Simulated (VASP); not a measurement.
# MoS2 in VASP: notebook, part 2 of 2

VASP 6.6.1. The steps go on from the part before.

### Step 3. Single point, PBEsol+U

File INCAR:

```
SYSTEM = MoS2
ALGO = Normal
EDIFF = 1E-7
ENCUT = 520
GGA = PS
ISIF = 2
ISMEAR = -1
LASPH = .TRUE.
LCHARG = .TRUE.
LDAU = .TRUE.
LDAUJ = 0 0
LDAUL = 2 -1
LDAUPRINT = 1
LDAUTYPE = 2
LDAUU = 1 0
LELF = .TRUE.
LMAXMIX = 4
LREAL = .FALSE.
LVHAR = .TRUE.
LWAVE = .FALSE.
NBANDS = 20
NELM = 150
PREC = Accurate
SIGMA = 0.05
```

File KPOINTS:

```
k-points
0
G
  10 10 2
  0 0 0
```

File POSCAR:

```
MoS2
1.0
    3.1414645107      0.0000000000      0.0000000000
   -1.5707322553      2.7205880713      0.0000000000
    0.0000000000      0.0000000000     17.3372164183
Mo S
1 2
Direct
    0.0000000000      0.0000000000      0.0000000000
    0.3333333333      0.6666666667      0.9101462358
    0.3333333333      0.6666666667      0.0898537642
```

Potentials or basis: VASP PAW PBE potentials, release 64 (Mo_sv, S).

Launch:

```bash
$ cat potpaw_PBE.64/Mo_sv/POTCAR potpaw_PBE.64/S/POTCAR > POTCAR
$ mpirun -np 1 vasp_std > vasp.out
```

OUTCAR:

```text
SYSTEM = MoS2
   EDIFF = 1E-7
   ENCUT = 520
   GGA = PS
   ISIF = 2
   ISMEAR = -1
   LASPH = .TRUE.
   LREAL = .FALSE.
   NELM = 150
   PREC = Accurate

 ion  position               nearest neighbor table
   1  0.000  0.000  0.000-   2 2.39   3 2.39   2 2.39   3 2.39   2 2.39   3 2.39
   2  0.333  0.667  0.910-   1 2.39   1 2.39   1 2.39
   3  0.333  0.667  0.090-   1 2.39   1 2.39   1 2.39

  LATTYP: Found a hexagonal cell.
 ALAT       =     3.1414645107
 C/A-ratio  =     5.5188324933

  Lattice vectors:

 A1 = (   3.1414645107,   0.0000000000,   0.0000000000)
 A2 = (  -1.5707322553,   2.7205880713,   0.0000000000)
 A3 = (   0.0000000000,   0.0000000000,  17.3372164183)

Analysis of symmetry for initial positions (statically):
=====================================================================
 Subroutine PRICEL returns:
 Original cell was already a primitive cell.

 Routine SETGRP: Setting up the symmetry group for a
 hexagonal supercell.

 Subroutine GETGRP returns: Found 12 space group operations
 (whereof 12 operations were pure point group operations)
 out of a pool of 24 trial point group operations.

The static configuration has the point symmetry D_3h.

Analysis of symmetry for dynamics (positions and initial velocities):
=====================================================================
 Subroutine PRICEL returns:
 Original cell was already a primitive cell.

 Routine SETGRP: Setting up the symmetry group for a
 hexagonal supercell.

 Subroutine GETGRP returns: Found 12 space group operations
 (whereof 12 operations were pure point group operations)
 out of a pool of 24 trial point group operations.

[... 170 lines left out ...]
  o =  0.4035  v =  0.0000  0.0000  0.0000  0.0000  0.0000 -0.9970  0.0000 -0.0000  0.0000  0.0770      0.0000  0.0000  0.0000  0.0000  0.0000  0.0000  0.0000  0.0000  0.0000  0.0000
  o =  0.4035  v = -0.9970  0.0000 -0.0000  0.0000  0.0770  0.0000  0.0000  0.0000  0.0000  0.0000      0.0000  0.0000  0.0000  0.0000  0.0000  0.0000  0.0000  0.0000  0.0000  0.0000
  o =  0.4035  v =  0.0000  0.0000  0.0000  0.0000  0.0000 -0.0770 -0.0000 -0.0000 -0.0000 -0.9970      0.0000  0.0000  0.0000  0.0000  0.0000  0.0000  0.0000  0.0000  0.0000  0.0000
  o =  0.4035  v = -0.0770 -0.0000 -0.0000 -0.0000 -0.9970  0.0000  0.0000  0.0000  0.0000  0.0000      0.0000  0.0000  0.0000  0.0000  0.0000  0.0000  0.0000  0.0000  0.0000  0.0000
  o =  0.4228  v = -0.0000  0.0000  1.0000  0.0000 -0.0000  0.0000  0.0000  0.0000  0.0000  0.0000      0.0000  0.0000  0.0000  0.0000  0.0000  0.0000  0.0000  0.0000  0.0000  0.0000
  o =  0.4228  v =  0.0000  0.0000  0.0000  0.0000  0.0000 -0.0000  0.0000  1.0000  0.0000 -0.0000      0.0000  0.0000  0.0000  0.0000  0.0000  0.0000  0.0000  0.0000  0.0000  0.0000

 number of electron      26.0000000 magnetization

 Free energy of the ion-electron system (eV)
  ---------------------------------------------------
  ext. energy  EPLUGINS =         0.00000000
  ---------------------------------------------------
  free energy    TOTEN  =       -22.22172884 eV

  energy without entropy =      -22.22172884  energy(sigma->0) =      -22.22172884

 E-fermi :  -0.4221     XC(G=0):  -4.4651

 val. band max:       -1.4258019258   @ k =   0.0000   0.0000   0.0000
 cond. band min:       0.5906393230   @ k =   0.3000   0.3000   0.0000
 fundamental gap:      2.0164412488
 Fermi energy:        -0.4220869322

 k-point     1 :       0.0000    0.0000    0.0000
  band No.  band energies     occupation
      1     -62.1390      2.00000
      2     -36.3446      2.00000
      3     -36.0862      2.00000
      4     -36.0862      2.00000
      5     -15.5851      2.00000
      6     -14.2175      2.00000
[... 541 lines left out ...]
     19       7.1062      0.00000
     20       7.2707      0.00000

 [... further k-points ...]

------------------------ aborting loop because EDIFF is reached ----------------------------------------

  FORCE on cell =-STRESS in cart. coord.  units (eV):
  Direction    XX          YY          ZZ          XY          YZ          ZX
  --------------------------------------------------------------------------------------
  -------------------------------------------------------------------------------------
  Total        0.1607945      0.1607945      0.1997141      0.0000000     -0.0000000      0.0000000
  in kB        1.7386310      1.7386310      2.1594588      0.0000000     -0.0000000      0.0000000
  external PRESSURE =       1.8789070 kB  Pullay stress =       0.0000000 kB

 VOLUME and BASIS-vectors are now :
 -----------------------------------------------------------------------------
  energy-cutoff  :      520.00
  volume of cell :      148.17
      direct lattice vectors                 reciprocal lattice vectors
     3.141464511  0.000000000  0.000000000     0.318322870  0.183783795  0.000000000
    -1.570732255  2.720588071  0.000000000     0.000000000  0.367567590  0.000000000
     0.000000000  0.000000000 17.337216418     0.000000000  0.000000000  0.057679386

 POSITION                                       TOTAL-FORCE (eV/Angst)
 -----------------------------------------------------------------------------------
      0.00000      0.00000      0.00000         0.000000     -0.000000      0.000000
     -0.00000      1.81373     15.77940        -0.000000      0.000000     -0.071676
     -0.00000      1.81373      1.55781         0.000000      0.000000      0.071676
 -----------------------------------------------------------------------------------
    total drift:                                0.000000     -0.000000     -0.000000

  FREE ENERGIE OF THE ION-ELECTRON SYSTEM (eV)
  ---------------------------------------------------
  free  energy   TOTEN  =       -22.2217288382 eV

  energy  without entropy=      -22.2217288376  energy(sigma->0) =      -22.22172884
```

OSZICAR:

```text
N       E                     dE             d eps       ncg     rms          rms(c)
DAV:   1     0.169580527424E+03    0.16958E+03   -0.12268E+04  1376   0.108E+03
DAV:   2    -0.130640380481E+02   -0.18264E+03   -0.17886E+03  1512   0.264E+02
DAV:   3    -0.235786786085E+02   -0.10515E+02   -0.10415E+02  1436   0.561E+01
[... 14 lines left out ...]
DAV:  18    -0.222217028214E+02   -0.37299E-04   -0.12012E-06  1232   0.322E-03    0.349E-03
DAV:  19    -0.222217213926E+02   -0.18571E-04   -0.14675E-06  1304   0.459E-03    0.747E-04
DAV:  20    -0.222217266800E+02   -0.52874E-05   -0.22139E-07  1240   0.142E-03    0.659E-04
DAV:  21    -0.222217284200E+02   -0.17401E-05   -0.80513E-08  1108   0.640E-04    0.298E-04
DAV:  22    -0.222217287811E+02   -0.36103E-06   -0.11343E-08  1020   0.282E-04    0.579E-05
DAV:  23    -0.222217288382E+02   -0.57086E-07   -0.10140E-09   824   0.102E-04
   1 F= -.22221729E+02 E0= -.22221729E+02  d E =-.516543E-09
```

stdout:

```text
POSCAR found type information on POSCAR MoS
 POSCAR found :  2 types and       3 ions
 scaLAPACK will be used
 -----------------------------------------------------------------------------
|                                                                             |
|                                                                             |
|     You enforced a specific xc type in the INCAR file but a different       |
|     I HOPE YOU KNOW WHAT YOU ARE DOING!                                     |
|                                                                             |
 -----------------------------------------------------------------------------

 LDA part: xc-table for (Slater+PW92), standard interpolation
 POSCAR, INCAR and KPOINTS ok, starting setup
 FFT: planning ... GRIDC
 FFT: planning ... GRID_SOFT
 FFT: planning ... GRID
 WAVECAR not read
 entering main loop
```

Wall time 58 s (1 thread of Intel Xeon 6975P-C (Granite Rapids), shared host); peak memory 0.29 GiB.

What came out:

| Item | Value |
| --- | --- |
| Free energy | -22.2217 eV |
| Largest force | 0.072 eV/Å |
| Band gap on the k mesh | 2.02 eV (least direct gap 2.06 eV) |

Forces on the atoms (eV/Å):
```
Mo   0.000  0.000  0.000
S    0.000  0.000 -0.072
S    0.000  0.000  0.072
```

Eigenvalues of the final occupation matrices:
| site | spin | trace | eigenvalues |
| --- | --- | --- | --- |
| site 1 d | 1 | 2.02 | 0.39 0.39 0.40 0.40 0.42 |
| site 1 d | 2 | 2.02 | 0.39 0.39 0.40 0.40 0.42 |

Caveat: the PAW data sets were made with another functional, which shifts forces and pressure a little.

### Step 4. Single point, PBEsol+U

Edit INCAR of step 3 so:

```diff
@@ -8,3 +8,3 @@
 LASPH = .TRUE.
-LCHARG = .TRUE.
+LCHARG = .FALSE.
 LDAU = .TRUE.
@@ -14,7 +14,5 @@
 LDAUTYPE = 2
-LDAUU = 1 0
-LELF = .TRUE.
+LDAUU = 2 0
 LMAXMIX = 4
 LREAL = .FALSE.
-LVHAR = .TRUE.
 LWAVE = .FALSE.
```

KPOINTS is that of step 3.

File POSCAR:

```
MoS2
1.0
    3.1415484887      0.0000000000      0.0000000000
   -1.5707742444      2.7206607984      0.0000000000
    0.0000000000      0.0000000000     17.3371454736
Mo S
1 2
Direct
    0.0000000000      0.0000000000      0.0000000000
    0.3333333333      0.6666666667      0.9101642437
    0.3333333333      0.6666666667      0.0898357563
```

Launch:

```bash
$ cat potpaw_PBE.64/Mo_sv/POTCAR potpaw_PBE.64/S/POTCAR > POTCAR
$ mpirun -np 1 vasp_std > vasp.out
```

Run time: 46 s. Hardware: 1 thread of Intel Xeon 6975P-C (Granite Rapids), shared host; peak memory 0.29 GiB.

It converged, with:

```yaml
Free_energy: -21.0204 eV
Largest_force: 0.145 eV/Å
Band_gap_on_the_k_mesh: 2.01 eV (least direct gap 2.04 eV)
```

Forces on the atoms (eV/Å):
```
Mo   0.000  0.000  0.000
S    0.000  0.000 -0.145
S    0.000  0.000  0.145
```

Levels at points of the mesh, in eV from the valence-band top:
```tsv
k point	band 9	band 10	band 11	band 12	band 13	band 14	band 15	band 16	band 17	band 18
(0.00, 0.00, 0.00)	-2.53	-1.80	-1.36	-1.36	0.00	2.98	2.98	3.25	3.25	5.53
(0.50, 0.00, 0.00)	-4.10	-3.10	-1.85	-0.83	-0.61	2.51	2.99	4.05	4.59	6.25
(0.00, 0.00, 0.50)	-2.53	-1.80	-1.36	-1.36	0.00	2.98	2.98	3.25	3.25	5.64
(0.50, 0.00, 0.50)	-4.10	-3.10	-1.85	-0.83	-0.61	2.51	2.99	4.05	4.59	6.25
```

Eigenvalues of the final occupation matrices:
| site | spin | trace | eigenvalues |
| --- | --- | --- | --- |
| site 1 d | 1 | 2.00 | 0.39 0.39 0.40 0.40 0.42 |
| site 1 d | 2 | 2.00 | 0.39 0.39 0.40 0.40 0.42 |

Caveat: the PAW data sets were made with another functional, which shifts forces and pressure a little.

### Step 5. Single point, PBEsol+U

File INCAR:

```
SYSTEM = MoS2
PREC = Accurate
ENCUT = 520
EDIFF = 1E-6
ISMEAR = -1
SIGMA = 0.05
LREAL = .False.
LASPH = .True.
NELM = 150
ALGO = Normal
ISIF = 2
LWAVE = .False.
LCHARG = .True.
LMAXMIX = 4
LDAU = .True.
LDAUTYPE = 2
LDAUL = 2 -1
LDAUU = 3 0
LDAUJ = 0 0
LDAUPRINT = 1
GGA = PS
LELF = .True.
LVHAR = .True.
NBANDS = 20
```

File KPOINTS:

```
regular mesh
0
Gamma
  10 10 2
  0 0 0
```

File POSCAR:

```
MoS2
1.0
    3.1418301536      0.0000000000      0.0000000000
   -1.5709150768      2.7209047274      0.0000000000
    0.0000000000      0.0000000000     17.3371357060
Mo S
1 2
Direct
    0.0000000000      0.0000000000      0.0000000000
    0.3333333333      0.6666666667      0.9101871989
    0.3333333333      0.6666666667      0.0898128011
```

Potentials or basis: VASP PAW PBE potentials, release 64 (Mo_sv, S).

Launch:

```bash
$ cat potpaw_PBE.64/Mo_sv/POTCAR potpaw_PBE.64/S/POTCAR > POTCAR
$ mpirun -np 1 vasp_std > vasp.out
```

OUTCAR:

```text
SYSTEM = MoS2
   PREC = Accurate
   ENCUT = 520
   EDIFF = 1E-6
   ISMEAR = -1
   LREAL = .False.
   LASPH = .True.
   NELM = 150
   ISIF = 2
   GGA = PS

 ion  position               nearest neighbor table
   1  0.000  0.000  0.000-   2 2.39   3 2.39   2 2.39   3 2.39   2 2.39   3 2.39
   2  0.333  0.667  0.910-   1 2.39   1 2.39   1 2.39
   3  0.333  0.667  0.090-   1 2.39   1 2.39   1 2.39

  LATTYP: Found a hexagonal cell.
 ALAT       =     3.1418301536
 C/A-ratio  =     5.5181645278

  Lattice vectors:

 A1 = (   3.1418301536,   0.0000000000,   0.0000000000)
 A2 = (  -1.5709150768,   2.7209047274,   0.0000000000)
 A3 = (   0.0000000000,   0.0000000000,  17.3371357060)

Analysis of symmetry for initial positions (statically):
=====================================================================
 Subroutine PRICEL returns:
 Original cell was already a primitive cell.

 Routine SETGRP: Setting up the symmetry group for a
 hexagonal supercell.

 Subroutine GETGRP returns: Found 12 space group operations
 (whereof 12 operations were pure point group operations)
 out of a pool of 24 trial point group operations.

The static configuration has the point symmetry D_3h.
[... 199 lines left out ...]

 E-fermi :  -0.4130     XC(G=0):  -4.4651

 val. band max:       -1.4139332557   @ k =   0.0000   0.0000   0.0000
 cond. band min:       0.5841356608   @ k =   0.3000   0.3000   0.0000
 fundamental gap:      1.9980689165
 Fermi energy:        -0.4130038755

 k-point     1 :       0.0000    0.0000    0.0000
  band No.  band energies     occupation
      1     -62.3161      2.00000
      2     -36.5076      2.00000
      3     -36.2612      2.00000
      4     -36.2612      2.00000
      5     -15.6036      2.00000
      6     -14.2220      2.00000
[... 541 lines left out ...]
     19       7.1007      0.00000
     20       7.2583      0.00000

 [... further k-points ...]

------------------------ aborting loop because EDIFF is reached ----------------------------------------

  FORCE on cell =-STRESS in cart. coord.  units (eV):
  Direction    XX          YY          ZZ          XY          YZ          ZX
  --------------------------------------------------------------------------------------
  -------------------------------------------------------------------------------------
  Total        0.5594436      0.5594436      0.6697919      0.0000000      0.0000000      0.0000000
  in kB        6.0477454      6.0477454      7.2406418      0.0000000      0.0000000      0.0000000
  external PRESSURE =       6.4453775 kB  Pullay stress =       0.0000000 kB

 VOLUME and BASIS-vectors are now :
 -----------------------------------------------------------------------------
  energy-cutoff  :      520.00
  volume of cell :      148.21
      direct lattice vectors                 reciprocal lattice vectors
     3.141830154  0.000000000  0.000000000     0.318285824  0.183762406  0.000000000
    -1.570915077  2.720904727  0.000000000     0.000000000  0.367524813  0.000000000
     0.000000000  0.000000000 17.337135706     0.000000000  0.000000000  0.057679655

 POSITION                                       TOTAL-FORCE (eV/Angst)
 -----------------------------------------------------------------------------------
      0.00000      0.00000      0.00000         0.000000     -0.000000     -0.000000
     -0.00000      1.81394     15.78004        -0.000000     -0.000000     -0.222509
     -0.00000      1.81394      1.55710        -0.000000      0.000000      0.222509
 -----------------------------------------------------------------------------------
    total drift:                                0.000000     -0.000000     -0.000000

  FREE ENERGIE OF THE ION-ELECTRON SYSTEM (eV)
  ---------------------------------------------------
  free  energy   TOTEN  =       -19.8214549541 eV

  energy  without entropy=      -19.8214549535  energy(sigma->0) =      -19.82145495
```

Run time: 43 s. Hardware: 1 thread of Intel Xeon 6975P-C (Granite Rapids), shared host; peak memory 0.29 GiB.

Results:

```yaml
Free_energy: -19.8215 eV
Largest_force: 0.223 eV/Å
Band_gap_on_the_k_mesh: 2.00 eV (least direct gap 2.03 eV)
```

Forces on the atoms (eV/Å):
```
Mo   0.000  0.000  0.000
S    0.000  0.000 -0.223
S    0.000  0.000  0.223
```

Eigenvalues of the final occupation matrices:
| site | spin | trace | eigenvalues |
| --- | --- | --- | --- |
| site 1 d | 1 | 1.99 | 0.39 0.39 0.40 0.40 0.42 |
| site 1 d | 2 | 1.99 | 0.39 0.39 0.40 0.40 0.42 |

Caveat: the PAW data sets were made with another functional, which shifts forces and pressure a little.

### Step 6. Overview

```csv
level,U,cell,gap on the mesh (eV),largest force (eV/Å)
PBEsol,-,"a = 3.142, b = 3.142, c = 17.337 Å, angles 90.0, 90.0, 120.0°, 3 atoms",2.02,-
PBEsol+U,Mo d U = 1.0 eV,"a = 3.141, b = 3.141, c = 17.337 Å, angles 90.0, 90.0, 120.0°, 3 atoms",2.02,0.07
PBEsol+U,Mo d U = 2.0 eV,"a = 3.142, b = 3.142, c = 17.337 Å, angles 90.0, 90.0, 120.0°, 3 atoms",2.01,0.15
PBEsol+U,Mo d U = 3.0 eV,"a = 3.142, b = 3.142, c = 17.337 Å, angles 90.0, 90.0, 120.0°, 3 atoms",2.00,0.22
```

Alike in all rows: task single point; potentials or basis VASP PAW PBE potentials, release 64 (Mo_sv, S); no spin polarisation; k mesh 10 × 10 × 2; cutoff (eV) 520; smearing fermi-dirac 0.05 eV.

On the cell as given the gap runs from 2.00 eV (PBEsol+U) to 2.02 eV (PBEsol).

Caveats: the PAW data sets were made with another functional, which shifts forces and pressure a little.

Absolute energies hang on the potentials; compare differences alone.
